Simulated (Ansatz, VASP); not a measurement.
## Tl in VASP and in Ansatz

The input INCAR:

```
PREC = Accurate ; ENCUT = 520
EDIFF = 1E-6 ; ISMEAR = -1
SIGMA = 0.1 ; LREAL = F
LASPH = T ; NELM = 100
ALGO = Normal ; ISIF = 2
LWAVE = F ; LCHARG = F
GGA = PS ; NBANDS = 12
```

The input KPOINTS:

```
regular mesh
0
Gamma
  13 13 13
```

Contents of POSCAR:

```
Tl
1.0
    0.0000000000      2.5157679762      2.5157679762
    2.5157679762      0.0000000000      2.5157679762
    2.5157679762      2.5157679762      0.0000000000
Tl
1
Direct
    0.0000000000      0.0000000000      0.0000000000
```

Input for Ansatz:

```yaml
crystal:
  lattice:
    - [0.0, 2.5157679762, 2.5157679762]
    - [2.5157679762, 0.0, 2.5157679762]
    - [2.5157679762, 2.5157679762, 0.0]
  atoms:
    - { symbol: Tl, position: [0.0, 0.0, 0.0] }
hamiltonian:
  xc: pbesol
  pseudopotentials:
    kind: paw
    azcp:
      Tl: "pseudopotentials/Tl.paw.azcp"
basis:
  ecutwfc: 420
  fft_grid_basis: typed
kpoints:
  mp_grid: { grid: [13, 13, 13], shift: [0, 0, 0] }
magnetization:
  spin_polarized: false
scf:
  occupations: { method: fermi_dirac, width: 0.1 }
  lower_state_search: "off"
output:
  stress: true
```

Alike in both runs: task single point; functional PBEsol; k mesh 13 × 13 × 13; occupations fermi-dirac, width 0.1 eV; no spin polarisation.

```csv
,VASP,Ansatz
version,VASP 6.6.1,Ansatz 0.2.0
potentials or method,"VASP PAW PBE potentials, release 64 (Tl_d), cutoff 520 eV","plane waves (420 eV) with PAW, scalar-relativistic"
valence electrons in the cell,13,13
```

VASP gave:

| Property | Result |
| --- | --- |
| pressure (GPa) | -3.2 |

**Question.** Estimate Ansatz's values.

**Answer.** Pressure (GPa): -3.1.

VASP's potentials were made for PBE, not for PBEsol, and Ansatz warns of the same on its side.

Neither program's run includes spin-orbit coupling.
